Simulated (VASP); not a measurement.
Set up this calculation in VASP 6.6.1, as the native input.

```
Task                   : relaxation of cell and atoms
Functional             : PBE
Potentials or basis    : VASP PAW PBE potentials, release 64 (Ti_sv, Mo_sv, Se)
Cutoff                 : 600 eV
k mesh                 : 3 × 3 × 3
Occupations            : gaussian, width 0.15 eV
Spin                   : collinear spin
Starting moments       : [1.0, 1.0, 0.0, 0.0, 0.0, 0.0] μB
Dipole correction      : no
Further INCAR settings : ALGO = Normal; EDIFF = 1e-06; IBRION = 2; EDIFFG = -0.08; NSW = 36; ISIF = 3
```

The structure of TiMoSe4 lies in POSCAR:

```
TiMoSe4
1.0
   -2.9757161600      2.9757161600      4.3114165300
    2.9757161600     -2.9757161600      4.3114165300
    2.9757161600      2.9757161600     -4.3114165300
Ti Mo Se
1 1 4
Direct
    0.5000000000      0.5000000000      0.0000000000
    0.0000000000      0.0000000000      0.0000000000
    0.5000000000      0.0000000000      0.5000000000
    0.0000000000      0.5000000000      0.5000000000
    0.7500000000      0.2500000000      0.5000000000
    0.2500000000      0.7500000000      0.5000000000
```

The cell was built from a structure type or drawn by symmetry, and may not be a known phase.

These files were run (other wordings do the same):

INCAR

```
ALGO = Normal
EDIFF = 1E-6
EDIFFG = -0.08
ENCUT = 600
GGA = PE
IBRION = 2
ISIF = 3
ISMEAR = 0
ISPIN = 2
LASPH = True
LCHARG = False
LMAXMIX = 4
LORBIT = 11
LREAL = False
LWAVE = False
MAGMOM = 1 1 0 0 0 0
NELM = 150
NSW = 36
PREC = Accurate
SIGMA = 0.15
```

KPOINTS

```
k-points
0
Gamma
  3 3 3
```

Potentials or basis: VASP PAW PBE potentials, release 64 (Ti_sv, Mo_sv, Se).

The run is started by

```console
$ cat potpaw_PBE.64/Ti_sv/POTCAR potpaw_PBE.64/Mo_sv/POTCAR potpaw_PBE.64/Se/POTCAR > POTCAR
$ mpirun -np 1 vasp_std > vasp.out
```

It gave:

* Relaxed volume: 24.01 Å³/atom
* Relaxed cell: a = 6.500 Å, b = 6.500 Å, c = 6.500 Å, α = 133.04°, β = 133.04°, γ = 68.59°
* Space group after relaxing (to 0.1 Å): I4/mmm (No. 139)
* Energy gained by relaxing: 1127.8 meV/atom
* Ionic steps: 9
* Pressure after relaxing: 0.0 GPa
* Band gap on the k mesh: zero (filled and empty bands overlap)
* Net moment: 2.00 μB per cell
* Site moments: Ti -1.07; Mo +2.76; Se +0.02, +0.01 (each value once) μB
* Valence electrons inside the program's atomic spheres: Ti 10.13; Mo 12.23; Se 3.90, 3.68 (each value once)

Caveat: the k points lie up to 0.45 Å⁻¹ apart in the final cell.

It took 17 min on 1 thread of Intel(R) Xeon(R) Platinum 8375C CPU @ 2.90GHz (Ice Lake), with other jobs on the host, peak memory 0.46 GiB.
